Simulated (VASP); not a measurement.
# Rb3Sr (Pm-3m) in VASP: single point with r2SCAN

Aim: the single point of Rb3Sr with r2SCAN.

Program: VASP 6.6.1. These are calculated values, not measurements. Logs are shortened: lines on timing, memory, paths and dates and some standing lists are left out, and cuts for length are marked.

## 1. The cell of the first run

Symmetry: Pm-3m, No. 221, cubic system. Conventional cell: a = 6.829 Å, b = 6.829 Å, c = 6.829 Å, α = 90.00°, β = 90.00°, γ = 90.00°.

## 2. Single point, r2SCAN

Contents of POSCAR:

```
Rb3Sr
1.0
    6.8286380000      0.0000000000      0.0000000000
    0.0000000000      6.8286380000      0.0000000000
    0.0000000000      0.0000000000      6.8286380000
Rb Sr
3 1
Direct
    0.5000000000      0.0000000000      0.0000000000
    0.0000000000      0.5000000000      0.0000000000
    0.0000000000      0.0000000000      0.5000000000
    0.5000000000      0.5000000000      0.5000000000
```

Contents of INCAR.step1:

```
SYSTEM = Rb3Sr
PREC = Accurate ; ENCUT = 520
ISMEAR = 0 ; SIGMA = 0.15
LREAL = .False. ; LASPH = .True.
NELM = 60 ; NBANDS = 26
GGA = PE ; ALGO = Normal
EDIFF = 1E-4 ; LWAVE = .True.
LCHARG = .False.
```

Contents of INCAR.step2:

```
SYSTEM = Rb3Sr
PREC = Accurate ; ENCUT = 520
EDIFF = 1E-7 ; ISMEAR = 0
SIGMA = 0.15 ; LREAL = .False.
LASPH = .True. ; NELM = 60
ALGO = Normal ; ISIF = 2
LWAVE = .False. ; LCHARG = .False.
METAGGA = R2SCAN ; LMIXTAU = .True.
NBANDS = 26 ; ISTART = 1
```

Contents of KPOINTS:

```
regular mesh
0
Gamma
  4 4 4
  0 0 0
```

Potentials or basis: VASP PAW PBE potentials, release 64 (Rb_sv, Sr_sv).

Run with:

```sh
> cat potpaw_PBE.64/Rb_sv/POTCAR potpaw_PBE.64/Sr_sv/POTCAR > POTCAR
> cp INCAR.step1 INCAR
> mpirun -np 1 vasp_std > vasp.out
> cp INCAR.step2 INCAR
> mpirun -np 1 vasp_std > vasp.out
```

OUTCAR:

```text
SYSTEM = Rb3Sr
   PREC = Accurate
   ENCUT = 520
   EDIFF = 1E-7
   ISMEAR = 0
   LREAL = .False.
   LASPH = .True.
   NELM = 60
   ISIF = 2
   METAGGA = R2SCAN
   ISTART = 1

 ion  position               nearest neighbor table
   1  0.500  0.000  0.000-   2 4.83   3 4.83   4 4.83   3 4.83   4 4.83   2 4.83   4 4.83   4 4.83
                             2 4.83   3 4.83   3 4.83   2 4.83
   2  0.000  0.500  0.000-   1 4.83   3 4.83   4 4.83   3 4.83   4 4.83   1 4.83   3 4.83   3 4.83
                             1 4.83   4 4.83   4 4.83   1 4.83
   3  0.000  0.000  0.500-   1 4.83   2 4.83   4 4.83   1 4.83   2 4.83   2 4.83   4 4.83   2 4.83
                             1 4.83   4 4.83   1 4.83   4 4.83
   4  0.500  0.500  0.500-   1 4.83   2 4.83   3 4.83   1 4.83   2 4.83   1 4.83   3 4.83   1 4.83
                             2 4.83   3 4.83   2 4.83   3 4.83

  LATTYP: Found a simple cubic cell.
 ALAT       =     6.8286380000

  Lattice vectors:

 A1 = (   6.8286380000,   0.0000000000,   0.0000000000)
 A2 = (   0.0000000000,   6.8286380000,   0.0000000000)
 A3 = (   0.0000000000,   0.0000000000,   6.8286380000)

Analysis of symmetry for initial positions (statically):
=====================================================================
 Subroutine PRICEL returns:
 Original cell was already a primitive cell.

 Routine SETGRP: Setting up the symmetry group for a
 simple cubic supercell.

 Subroutine GETGRP returns: Found 48 space group operations
 (whereof 48 operations were pure point group operations)
 out of a pool of 48 trial point group operations.

The static configuration has the point symmetry O_h .

Analysis of symmetry for dynamics (positions and initial velocities):
=====================================================================
 Subroutine PRICEL returns:
 Original cell was already a primitive cell.

 Routine SETGRP: Setting up the symmetry group for a
 simple cubic supercell.

 Subroutine GETGRP returns: Found 48 space group operations
 (whereof 48 operations were pure point group operations)
 out of a pool of 48 trial point group operations.

The dynamic configuration has the point symmetry O_h .

 Subroutine INISYM returns: Found 48 space group operations
 (whereof 48 operations are pure point group operations),
 and found     1 'primitive' translations

----------------------------------------------------------------------------------------

                                     Primitive cell

  volume of cell :     318.4214

  direct lattice vectors                    reciprocal lattice vectors
     6.828638000  0.000000000  0.000000000     0.146442087  0.000000000  0.000000000
     0.000000000  6.828638000  0.000000000     0.000000000  0.146442087  0.000000000
     0.000000000  0.000000000  6.828638000     0.000000000  0.000000000  0.146442087

  length of vectors
     6.828638000  6.828638000  6.828638000     0.146442087  0.146442087  0.146442087

  position of ions in fractional coordinates (direct lattice)
     0.500000000  0.000000000  0.000000000
     0.000000000  0.500000000  0.000000000
     0.000000000  0.000000000  0.500000000
     0.500000000  0.500000000  0.500000000

  ion indices of the primitive-cell ions
   primitive index   ion index
                 1           1
                 2           2
                 3           3
                 4           4

----------------------------------------------------------------------------------------

 KPOINTS: regular mesh

Automatic generation of k-mesh.
 Grid dimensions read from file:
 generate k-points for:    4    4    4

 Generating k-lattice:

  Cartesian coordinates                     Fractional coordinates (reciprocal lattice)
     0.036610522  0.000000000  0.000000000     0.250000000  0.000000000  0.000000000
     0.000000000  0.036610522  0.000000000     0.000000000  0.250000000  0.000000000
     0.000000000  0.000000000  0.036610522     0.000000000  0.000000000  0.250000000

  Length of vectors
     0.036610522  0.036610522  0.036610522

  Shift w.r.t. Gamma in fractional coordinates (k-lattice)
     0.000000000  0.000000000  0.000000000

 Subroutine IBZKPT returns following result:
 ===========================================

 Found     10 irreducible k-points:

 Following reciprocal coordinates:
            Coordinates               Weight
  0.000000  0.000000  0.000000      1.000000
  0.250000  0.000000  0.000000      6.000000
  0.500000  0.000000  0.000000      3.000000
  0.250000  0.250000  0.000000     12.000000
  0.500000  0.250000  0.000000     12.000000
  0.500000  0.500000  0.000000      3.000000
  0.250000  0.250000  0.250000      8.000000
  0.500000  0.250000  0.250000     12.000000
  0.500000  0.500000  0.250000      6.000000
  0.500000  0.500000  0.500000      1.000000
   k-points           NKPTS =     10   k-points in BZ     NKDIM =     10   number of bands    NBANDS=     26
   number of dos      NEDOS =    301   number of ions     NIONS =      4
   total plane-waves  NPLWV = 157464
   dimension x,y,z NGX =    54 NGY =   54 NGZ =   54
   dimension x,y,z NGXF=   108 NGYF=  108 NGZF=  108
   ions per type =               3   1
   NGX,Y,Z   is equivalent  to a cutoff of  13.15, 13.15, 13.15 a.u.
   NGXF,Y,Z  is equivalent  to a cutoff of  26.29, 26.29, 26.29 a.u.
 SYSTEM =  Rb3Sr
   PREC   = accura    normal or accurate (medium, high low for compatibility)
   ISTART =      1    job   : 0-new  1-cont  2-samecut
   ICHARG =      0    charge: 1-file 2-atom 10-const
   ISPIN  =      1    spin polarized calculation?
   LNONCOLLINEAR =      F non collinear calculations
   LSORBIT =      F    spin-orbit coupling
   LASPH  =      T    aspherical Exc in radial PAW
   ENCUT  =  520.0 eV  38.22 Ry    6.18 a.u.  12.70 12.70 12.70*2*pi/ulx,y,z
   NELM   =     60;   NELMIN=  2; NELMDL=  0     # of ELM steps
   EDIFF  = 0.1E-06   stopping-criterion for ELM
   LREAL  =      F    real-space projection
   EDIFFG = 0.1E-05   stopping-criterion for IOM
   NSW    =      0    number of steps for IOM
   IBRION =     -1    ionic relax: 0-MD 1-quasi-New 2-CG
   NFREE  =      0    steps in history (QN), initial steepest desc. (CG)
   ISIF   =      2    stress and relaxation
   ISYM   =      2    0-nonsym 1-usesym 2-fastsym
   POTIM  = 0.5000    time-step for ionic-motion
   TEBEG  =    0.0;   TEEND  =   0.0 temperature during run
   PSTRESS=    0.0 pullay stress
   NELECT =      37.0000    total number of electrons
   NUPDOWN=      -1.0000    fix difference up-down
   EMIN   =  10.00;   EMAX   =-10.00  energy-range for DOS
   EFERMI =   0.00;   METHOD = LEGACY
   ISMEAR =     0;   SIGMA  =   0.15  broadening in eV -4-tet -1-fermi 0-gaus
   EFERMI_NEDOS =   21; number of points for ismear=-14 and -15
   IALGO  =     38    algorithm
   IMIX   =      4    mixing-type and parameters
     AMIX     =   0.40;   BMIX     =  1.00
     AMIX_MAG =   1.60;   BMIX_MAG =  1.00
  volume/ion in A,a.u.               =      79.61       537.20
  Fermi-wavevector in a.u.,A,eV,Ry     =   0.798867  1.509640  8.683088  0.638189
  Thomas-Fermi vector in A             =   1.905861
   LORBIT       =      0    0 simple, 1 ext, 2 COOP (PROOUT), +10 PAW based schemes
   METAGGA = R2SCAN    functional components
   LHFCALC =     F    Hartree Fock is set to
   AEXX    =    0.0000 exact exchange contribution
   IVDW    =     0    specifies the selected vdW correction
   LEPSILON=     F    determine dielectric tensor
   LRPA    =     F    only Hartree local field effects (RPA)
 non-spin polarized calculation
 Gauss-broadening in eV      SIGMA  =   0.15
  energy-cutoff  :      520.00
  volume of cell :      318.42
 maximum number of plane-waves:      8601
 NGX is ok and might be reduce to    54
   NGX = 25   NGY = 25   NGZ = 25

 number of electron      37.0000000 magnetization

 Free energy of the ion-electron system (eV)
  ---------------------------------------------------
  ext. energy  EPLUGINS =         0.00000000
  ---------------------------------------------------
  free energy    TOTEN  =       -56.30554276 eV

  energy without entropy =      -56.26248510  energy(sigma->0) =      -56.28401393

 E-fermi :   0.3480     XC(G=0):  -6.2281

 val. band max:        0.2454217675   @ k =   0.5000   0.5000   0.2500
 cond. band min:       0.3755001093   @ k =   0.2500   0.2500   0.2500
 fundamental gap:      0.1300783418
 Fermi energy:         0.3479924204

 k-point     1 :       0.0000    0.0000    0.0000
  band No.  band energies     occupation
      1     -38.8708      2.00000
      2     -29.4076      2.00000
      3     -29.3999      2.00000
      4     -29.3999      2.00000
      5     -20.1759      2.00000
      6     -20.1759      2.00000
[... 18 lines left out ...]
     25       1.6743      0.00000
     26       1.6743      0.00000

 k-point     2 :       0.2500    0.0000    0.0000
  band No.  band energies     occupation
      1     -38.8708      2.00000
      2     -29.4066      2.00000
      3     -29.4009      2.00000
      4     -29.3999      2.00000
      5     -20.1760      2.00000
      6     -20.1759      2.00000
[... 18 lines left out ...]
     25       1.7828      0.00000
     26       2.1094      0.00000

 k-point     3 :       0.5000    0.0000    0.0000
  band No.  band energies     occupation
      1     -38.8708      2.00000
      2     -29.4050      2.00000
      3     -29.4025      2.00000
      4     -29.3999      2.00000
      5     -20.1762      2.00000
      6     -20.1759      2.00000
[... 18 lines left out ...]
     25       1.9247      0.00000
     26       2.1677      0.00000

 k-point     4 :       0.2500    0.2500    0.0000
  band No.  band energies     occupation
      1     -38.8708      2.00000
      2     -29.4058      2.00000
      3     -29.4012      2.00000
      4     -29.4005      2.00000
      5     -20.1761      2.00000
      6     -20.1760      2.00000
[... 18 lines left out ...]
     25       2.0239      0.00000
     26       2.1180      0.00000

 k-point     5 :       0.5000    0.2500    0.0000
  band No.  band energies     occupation
      1     -38.8708      2.00000
      2     -29.4043      2.00000
      3     -29.4025      2.00000
      4     -29.4007      2.00000
      5     -20.1762      2.00000
      6     -20.1760      2.00000
[... 18 lines left out ...]
     25       1.9054      0.00000
     26       2.4267      0.00000

 k-point     6 :       0.5000    0.5000    0.0000
  band No.  band energies     occupation
      1     -38.8708      2.00000
      2     -29.4025      2.00000
      3     -29.4025      2.00000
      4     -29.4025      2.00000
      5     -20.1762      2.00000
      6     -20.1762      2.00000
[... 18 lines left out ...]
     25       2.2187      0.00000
     26       2.6112      0.00000

 k-point     7 :       0.2500    0.2500    0.2500
  band No.  band energies     occupation
      1     -38.8708      2.00000
      2     -29.4050      2.00000
      3     -29.4012      2.00000
      4     -29.4012      2.00000
      5     -20.1761      2.00000
      6     -20.1761      2.00000
[... 18 lines left out ...]
     25       2.1886      0.00000
     26       2.1886      0.00000

 k-point     8 :       0.5000    0.2500    0.2500
  band No.  band energies     occupation
      1     -38.8708      2.00000
      2     -29.4037      2.00000
      3     -29.4025      2.00000
      4     -29.4012      2.00000
      5     -20.1762      2.00000
      6     -20.1761      2.00000
[... 18 lines left out ...]
     25       2.2172      0.00000
     26       2.4630      0.00000

 k-point     9 :       0.5000    0.5000    0.2500
  band No.  band energies     occupation
      1     -38.8708      2.00000
      2     -29.4025      2.00000
      3     -29.4025      2.00000
      4     -29.4025      2.00000
      5     -20.1762      2.00000
      6     -20.1762      2.00000
[... 18 lines left out ...]
     25       2.3414      0.00000
     26       2.5515      0.00000

 k-point    10 :       0.5000    0.5000    0.5000
  band No.  band energies     occupation
      1     -38.8708      2.00000
      2     -29.4025      2.00000
      3     -29.4025      2.00000
      4     -29.4025      2.00000
      5     -20.1762      2.00000
      6     -20.1762      2.00000
[... 18 lines left out ...]
     25       2.4970      0.00000
     26       2.4970      0.00000

------------------------ aborting loop because EDIFF is reached ----------------------------------------

  FORCE on cell =-STRESS in cart. coord.  units (eV):
  Direction    XX          YY          ZZ          XY          YZ          ZX
  --------------------------------------------------------------------------------------
  -------------------------------------------------------------------------------------
  Total        0.3231307      0.3231307      0.3231307      0.0000000     -0.0000000      0.0000000
  in kB        1.6258729      1.6258729      1.6258729      0.0000000     -0.0000000      0.0000000
  external PRESSURE =       1.6258729 kB  Pullay stress =       0.0000000 kB

 VOLUME and BASIS-vectors are now :
 -----------------------------------------------------------------------------
  energy-cutoff  :      520.00
  volume of cell :      318.42
      direct lattice vectors                 reciprocal lattice vectors
     6.828638000  0.000000000  0.000000000     0.146442087  0.000000000  0.000000000
     0.000000000  6.828638000  0.000000000     0.000000000  0.146442087  0.000000000
     0.000000000  0.000000000  6.828638000     0.000000000  0.000000000  0.146442087

 POSITION                                       TOTAL-FORCE (eV/Angst)
 -----------------------------------------------------------------------------------
      3.41432      0.00000      0.00000         0.000000      0.000000      0.000000
      0.00000      3.41432      0.00000         0.000000      0.000000      0.000000
      0.00000      0.00000      3.41432         0.000000      0.000000      0.000000
      3.41432      3.41432      3.41432         0.000000      0.000000      0.000000
 -----------------------------------------------------------------------------------
    total drift:                                0.000000     -0.000000      0.000000

  FREE ENERGIE OF THE ION-ELECTRON SYSTEM (eV)
  ---------------------------------------------------
  free  energy   TOTEN  =       -56.3055427601 eV

  energy  without entropy=      -56.2624851016  energy(sigma->0) =      -56.28401393
```

Run time: 5.3 min. Hardware: 1 thread of AMD EPYC 7R13 (Zen 3), shared host; peak memory 0.42 GiB.

Results:

```
Free energy            : -56.3055 eV
Pressure               : 0.2 GPa
Band gap on the k mesh : zero (an odd number of electrons rules out a gap without spin polarisation)
```

Caveat: the PAW data sets were made with another functional, which shifts forces and pressure a little.
